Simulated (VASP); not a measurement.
# ZrS2 (P-3m1) in VASP: notebook

The runs below take ZrS2 through single point, with HSE06, PBE-based screened hybrid with 35 % exact exchange.

Everything below comes from runs of VASP 6.6.1. Logs are shortened: lines on timing, memory, paths and dates and some standing lists are left out, and cuts for length are marked.

### 1 The cell of the first run

Symmetry: P-3m1, No. 164, trigonal system. Conventional cell: a = 3.674 Å, b = 3.674 Å, c = 5.857 Å, α = 90.00°, β = 90.00°, γ = 120.00°. Zr (site symmetry -3m) has 6 S at 2.57 Å within 3.4 Å. S (site symmetry 3m) has 3 Zr at 2.57 Å within 3.4 Å.

### 2 Single point, HSE06

The input, POSCAR:

```
ZrS2
1.0
    3.6743619272      0.0000000000      0.0000000000
   -1.8371809636      3.1820907716      0.0000000000
    0.0000000000      0.0000000000      5.8571358081
Zr S
1 2
Direct
    0.0000000000      0.0000000000      0.0000000000
    0.6666666667      0.3333333333      0.7537648223
    0.3333333333      0.6666666667      0.2462351777
```

The input, INCAR.step1:

```
PREC     = Accurate       # precision mode
ENCUT    = 400            # plane-wave cutoff, eV
EDIFF    = 1E-5           # SCF threshold, eV
ISMEAR   = 0              # smearing method
SIGMA    = 0.01           # smearing width, eV
LREAL    = False          # projectors in reciprocal space
LASPH    = True           # aspherical terms in the spheres
NELM     = 120            # most SCF steps
ALGO     = Normal         # electronic algorithm
ISIF     = 2              # what is computed and relaxed
LWAVE    = True           # write WAVECAR
LCHARG   = False          # write CHGCAR
GGA      = PE             # functional
NBANDS   = 19             # bands
GGA_COMPAT= False
```

The input, INCAR.step2:

```
PREC     = Accurate       # precision mode
ENCUT    = 400            # plane-wave cutoff, eV
EDIFF    = 1E-6           # SCF threshold, eV
ISMEAR   = 0              # smearing method
SIGMA    = 0.01           # smearing width, eV
LREAL    = False          # projectors in reciprocal space
LASPH    = True           # aspherical terms in the spheres
NELM     = 120            # most SCF steps
ALGO     = Normal         # electronic algorithm
ISIF     = 2              # what is computed and relaxed
LWAVE    = False          # write WAVECAR
LCHARG   = False          # write CHGCAR
GGA      = PE             # functional
LHFCALC  = True           # exact exchange
HFSCREEN = 0.2079         # screening, 1/A
PRECFOCK = Normal       
ISTART   = 1            
NBANDS   = 19             # bands
GGA_COMPAT= False
```

The input, KPOINTS:

```
Automatic mesh
0
Gamma
  6 6 2
```

Potentials or basis: VASP PAW PBE potentials, release 64 (Zr_sv, S).

Launch:

```bash
cat potpaw_PBE.64/Zr_sv/POTCAR potpaw_PBE.64/S/POTCAR > POTCAR
cp INCAR.step1 INCAR
mpirun -np 1 vasp_std > vasp.out
cp INCAR.step2 INCAR
mpirun -np 1 vasp_std > vasp.out
```

OUTCAR:

```text
PREC = Accurate
   ENCUT = 400
   EDIFF = 1E-6
   ISMEAR = 0
   LREAL = False
   LASPH = True
   NELM = 120
   ISIF = 2
   GGA = PE
   LHFCALC = True
   HFSCREEN = 0.2079
   PRECFOCK = Normal
   ISTART = 1

 ion  position               nearest neighbor table
   1  0.000  0.000  0.000-   2 2.57   3 2.57   3 2.57   2 2.57   2 2.57   3 2.57
   2  0.667  0.333  0.754-   1 2.57   1 2.57   1 2.57
   3  0.333  0.667  0.246-   1 2.57   1 2.57   1 2.57

  LATTYP: Found a hexagonal cell.
 ALAT       =     3.6743619272
 C/A-ratio  =     1.5940552194

  Lattice vectors:

 A1 = (   3.6743619272,   0.0000000000,   0.0000000000)
 A2 = (  -1.8371809636,   3.1820907716,   0.0000000000)
 A3 = (   0.0000000000,   0.0000000000,   5.8571358081)

Analysis of symmetry for initial positions (statically):
=====================================================================
 Subroutine PRICEL returns:
 Original cell was already a primitive cell.

 Routine SETGRP: Setting up the symmetry group for a
 hexagonal supercell.

 Subroutine GETGRP returns: Found 12 space group operations
 (whereof 12 operations were pure point group operations)
 out of a pool of 24 trial point group operations.

The static configuration has the point symmetry D_3d.

Analysis of symmetry for dynamics (positions and initial velocities):
=====================================================================
 Subroutine PRICEL returns:
 Original cell was already a primitive cell.

 Routine SETGRP: Setting up the symmetry group for a
 hexagonal supercell.

 Subroutine GETGRP returns: Found 12 space group operations
 (whereof 12 operations were pure point group operations)
 out of a pool of 24 trial point group operations.

The dynamic configuration has the point symmetry D_3d.

 Subroutine INISYM returns: Found 12 space group operations
 (whereof 12 operations are pure point group operations),
 and found     1 'primitive' translations

----------------------------------------------------------------------------------------

                                     Primitive cell

  volume of cell :      68.4825

  direct lattice vectors                    reciprocal lattice vectors
     3.674361927  0.000000000  0.000000000     0.272156097  0.157129396  0.000000000
    -1.837180964  3.182090772  0.000000000     0.000000000  0.314258791  0.000000000
     0.000000000  0.000000000  5.857135808     0.000000000  0.000000000  0.170731913

  length of vectors
     3.674361927  3.674361927  5.857135808     0.314258791  0.314258791  0.170731913

  position of ions in fractional coordinates (direct lattice)
     0.000000000  0.000000000  0.000000000
     0.666666667  0.333333333  0.753764822
     0.333333333  0.666666667  0.246235178

  ion indices of the primitive-cell ions
   primitive index   ion index
                 1           1
                 2           2
                 3           3

----------------------------------------------------------------------------------------

 KPOINTS: Automatic mesh

Automatic generation of k-mesh.
 Grid dimensions read from file:
 generate k-points for:    6    6    2

 Generating k-lattice:

  Cartesian coordinates                     Fractional coordinates (reciprocal lattice)
     0.045359349  0.026188233  0.000000000     0.166666667  0.000000000  0.000000000
     0.000000000  0.052376465  0.000000000     0.000000000  0.166666667  0.000000000
     0.000000000  0.000000000  0.085365956     0.000000000  0.000000000  0.500000000

  Length of vectors
     0.052376465  0.052376465  0.085365956

  Shift w.r.t. Gamma in fractional coordinates (k-lattice)
     0.000000000  0.000000000  0.000000000

 Subroutine IBZKPT returns following result:
 ===========================================

 Found     14 irreducible k-points:

 Following reciprocal coordinates:
            Coordinates               Weight
  0.000000  0.000000  0.000000      1.000000
  0.166667 -0.000000  0.000000      6.000000
  0.333333 -0.000000  0.000000      6.000000
  0.500000  0.000000  0.000000      3.000000
  0.166667  0.166667  0.000000      6.000000
  0.333333  0.166667  0.000000     12.000000
  0.333333  0.333333  0.000000      2.000000
  0.000000  0.000000  0.500000      1.000000
  0.166667 -0.000000  0.500000      6.000000
  0.333333 -0.000000  0.500000      6.000000
  0.500000  0.000000  0.500000      3.000000
  0.166667  0.166667  0.500000      6.000000
  0.333333  0.166667  0.500000     12.000000
  0.333333  0.333333  0.500000      2.000000
   k-points           NKPTS =     14   k-points in BZ     NKDIM =     72   number of bands    NBANDS=     19
   number of dos      NEDOS =    301   number of ions     NIONS =      3
   total plane-waves  NPLWV =  23040
   dimension x,y,z NGX =    24 NGY =   24 NGZ =   40
   dimension x,y,z NGXF=    48 NGYF=   48 NGZF=   80
   ions per type =               1   2
   NGX,Y,Z   is equivalent  to a cutoff of  10.86, 10.86, 11.35 a.u.
   NGXF,Y,Z  is equivalent  to a cutoff of  21.72, 21.72, 22.71 a.u.
 SYSTEM =  unknown system
   PREC   = accura    normal or accurate (medium, high low for compatibility)
   ISTART =      1    job   : 0-new  1-cont  2-samecut
   ICHARG =      0    charge: 1-file 2-atom 10-const
   ISPIN  =      1    spin polarized calculation?
   LNONCOLLINEAR =      F non collinear calculations
   LSORBIT =      F    spin-orbit coupling
   LASPH  =      T    aspherical Exc in radial PAW
   ENCUT  =  400.0 eV  29.40 Ry    5.42 a.u.   5.99  5.99  9.55*2*pi/ulx,y,z
   NELM   =    120;   NELMIN=  2; NELMDL=  0     # of ELM steps
   EDIFF  = 0.1E-05   stopping-criterion for ELM
   LREAL  =      F    real-space projection
   EDIFFG = 0.1E-04   stopping-criterion for IOM
   NSW    =      0    number of steps for IOM
   IBRION =     -1    ionic relax: 0-MD 1-quasi-New 2-CG
   NFREE  =      0    steps in history (QN), initial steepest desc. (CG)
   ISIF   =      2    stress and relaxation
   ISYM   =      3    0-nonsym 1-usesym 2-fastsym
   POTIM  = 0.5000    time-step for ionic-motion
   TEBEG  =    0.0;   TEEND  =   0.0 temperature during run
   PSTRESS=    0.0 pullay stress
   NELECT =      24.0000    total number of electrons
   NUPDOWN=      -1.0000    fix difference up-down
   EMIN   =  10.00;   EMAX   =-10.00  energy-range for DOS
   EFERMI =   0.00;   METHOD = LEGACY
   ISMEAR =     0;   SIGMA  =   0.01  broadening in eV -4-tet -1-fermi 0-gaus
   EFERMI_NEDOS =   21; number of points for ismear=-14 and -15
   IALGO  =     38    algorithm
   IMIX   =      1    mixing-type and parameters
     AMIX     =   0.40;   BMIX     =  1.00
     AMIX_MAG =   1.60;   BMIX_MAG =  1.00
  volume/ion in A,a.u.               =      22.83       154.05
  Fermi-wavevector in a.u.,A,eV,Ry     =   1.154211  2.181143 18.125731  1.332204
  Thomas-Fermi vector in A             =   2.290849
   LORBIT       =      0    0 simple, 1 ext, 2 COOP (PROOUT), +10 PAW based schemes
   GGA     = PE    functional components
   LHFCALC =     T    Hartree Fock is set to
   PRECFOCK=normal    Normal, Fast or Accurate (Low or Medium for compatibility)
   ENCUT4O =  -1.0   cutoff for four orbital integrals eV
   NKREDX  =     1    reduce k-point grid by
   NKREDY  =     1    reduce k-point grid by
   NKREDZ  =     1    reduce k-point grid by
   AEXX    =    0.2500 exact exchange contribution
   HFSCREEN=    0.2079 screening length (either q_TF or 0.3 A-1)
   HFSCREENC=   0.2079 screening length for correlation (either q_TF or 0.3 A-1)
   ENCUTFOCK=  -1.0 apply spherical cutoff to Coloumb kernel
   IVDW    =     0    specifies the selected vdW correction
   LEPSILON=     F    determine dielectric tensor
   LRPA    =     F    only Hartree local field effects (RPA)
 non-spin polarized calculation
 Gauss-broadening in eV      SIGMA  =   0.01
  energy-cutoff  :      400.00
  volume of cell :       68.48
 maximum number of plane-waves:      1254
 NGX is ok and might be reduce to    24
  NGX = 18; NGY = 18; NGZ = 30

 number of electron      24.0000004 magnetization

 Free energy of the ion-electron system (eV)
  ---------------------------------------------------
  ext. energy  EPLUGINS =         0.00000000
  ---------------------------------------------------
  free energy    TOTEN  =       -25.41572275 eV

  energy without entropy =      -25.41572275  energy(sigma->0) =      -25.41572275

 E-fermi :   4.2881     XC(G=0):  -7.9438

 val. band max:        4.1387488714   @ k =   0.0000   0.0000   0.0000
 cond. band min:       5.8174955968   @ k =   0.5000   0.0000   0.5000
 fundamental gap:      1.6787467255
 Fermi energy:         4.2880657537

 k-point     1 :       0.0000    0.0000    0.0000
  band No.  band energies     occupation
      1     -48.3444      2.00000
      2     -25.0191      2.00000
      3     -24.8366      2.00000
      4     -24.8366      2.00000
      5      -9.9927      2.00000
      6      -8.3162      2.00000
[... 11 lines left out ...]
     18      10.7557      0.00000
     19      10.9561      0.00000

 k-point     2 :       0.1667   -0.0000    0.0000
  band No.  band energies     occupation
      1     -48.3391      2.00000
      2     -25.0026      2.00000
      3     -24.9150      2.00000
      4     -24.8535      2.00000
      5      -9.6869      2.00000
      6      -8.3975      2.00000
[... 11 lines left out ...]
     18      12.0166      0.00000
     19      12.5690      0.00000

 k-point     3 :       0.3333   -0.0000    0.0000
  band No.  band energies     occupation
      1     -48.3283      2.00000
      2     -25.0689      2.00000
      3     -24.9687      2.00000
      4     -24.8870      2.00000
      5      -9.0508      2.00000
      6      -8.5107      2.00000
[... 11 lines left out ...]
     18      12.6435      0.00000
     19      13.4407      0.00000

 k-point     4 :       0.5000    0.0000    0.0000
  band No.  band energies     occupation
      1     -48.3229      2.00000
      2     -25.1435      2.00000
      3     -24.9521      2.00000
      4     -24.9036      2.00000
      5      -8.8556      2.00000
      6      -8.3866      2.00000
[... 11 lines left out ...]
     18      11.7614      0.00000
     19      13.3248      0.00000

 k-point     5 :       0.1667    0.1667    0.0000
  band No.  band energies     occupation
      1     -48.3310      2.00000
      2     -25.0155      2.00000
      3     -24.9782      2.00000
      4     -24.8936      2.00000
      5      -9.1941      2.00000
      6      -8.5100      2.00000
[... 11 lines left out ...]
     18      13.5294      0.00000
     19      14.0304      0.00000
[... 114 lines left out ...]
      2     -25.1433      2.00000
      3     -24.9521      2.00000
      4     -24.9036      2.00000
      5      -8.9576      2.00000
      6      -8.2533      2.00000
[... 11 lines left out ...]
     18      11.6297      0.00000
     19      12.4842      0.00000

 k-point    12 :       0.1667    0.1667    0.5000
  band No.  band energies     occupation
      1     -48.3310      2.00000
      2     -25.0153      2.00000
      3     -24.9782      2.00000
      4     -24.8936      2.00000
      5      -8.9486      2.00000
      6      -8.7804      2.00000
[... 11 lines left out ...]
     18      13.6521      0.00000
     19      13.6755      0.00000

 k-point    13 :       0.3333    0.1667    0.5000
  band No.  band energies     occupation
      1     -48.3230      2.00000
      2     -25.1033      2.00000
      3     -24.9542      2.00000
      4     -24.9434      2.00000
      5      -8.8107      2.00000
      6      -8.4259      2.00000
[... 11 lines left out ...]
     18      12.2270      0.00000
     19      13.1990      0.00000

 k-point    14 :       0.3333    0.3333    0.5000
  band No.  band energies     occupation
      1     -48.3203      2.00000
      2     -25.0475      2.00000
      3     -25.0475      2.00000
      4     -24.9449      2.00000
      5      -8.5424      2.00000
      6      -8.5424      2.00000
[... 11 lines left out ...]
     18      13.3238      0.00000
     19      13.8587      0.00000

------------------------ aborting loop because EDIFF is reached ----------------------------------------

  FORCE on cell =-STRESS in cart. coord.  units (eV):
  Direction    XX          YY          ZZ          XY          YZ          ZX
  --------------------------------------------------------------------------------------
  -------------------------------------------------------------------------------------
  Total       -0.0937662     -0.0937662      0.1959566      0.0000000      0.0000000     -0.0000000
  in kB       -2.1937000     -2.1937000      4.5844872      0.0000000      0.0000000     -0.0000000
  external PRESSURE =       0.0656957 kB  Pullay stress =       0.0000000 kB

 VOLUME and BASIS-vectors are now :
 -----------------------------------------------------------------------------
  energy-cutoff  :      400.00
  volume of cell :       68.48
      direct lattice vectors                 reciprocal lattice vectors
     3.674361927  0.000000000  0.000000000     0.272156097  0.157129396  0.000000000
    -1.837180964  3.182090772  0.000000000     0.000000000  0.314258791  0.000000000
     0.000000000  0.000000000  5.857135808     0.000000000  0.000000000  0.170731913

 POSITION                                       TOTAL-FORCE (eV/Angst)
 -----------------------------------------------------------------------------------
      0.00000      0.00000      0.00000        -0.000000      0.000000      0.000000
      1.83718      1.06070      4.41490         0.000000     -0.000000      0.189714
     -0.00000      2.12139      1.44223        -0.000000      0.000000     -0.189714
 -----------------------------------------------------------------------------------
    total drift:                                0.000000      0.000000      0.000001

  FREE ENERGIE OF THE ION-ELECTRON SYSTEM (eV)
  ---------------------------------------------------
  free  energy   TOTEN  =       -25.4157227467 eV

  energy  without entropy=      -25.4157227467  energy(sigma->0) =      -25.41572275
```

Wall time 7 min (1 thread of AMD EPYC 9R45 (Zen 5), shared host); peak memory 0.23 GiB.

What came out:

* Free energy: -25.4157 eV
* Pressure: 0.0 GPa
* Largest force: 0.190 eV/Å
* Band gap on the k mesh: 1.68 eV (least direct gap 2.39 eV)

Forces in eV/Å, atoms in the order of the input:
```
Zr   0.000  0.000  0.000
S    0.000  0.000  0.190
S    0.000  0.000 -0.190
```

Caveat: the k points lie up to 0.54 Å⁻¹ apart; the PAW data sets were made with another functional, which shifts forces and pressure a little; this functional lacks dispersion, which binds the layers, so the pressure and a relaxed spacing across them are unreliable.

(Part 1 of 2 ends here.)
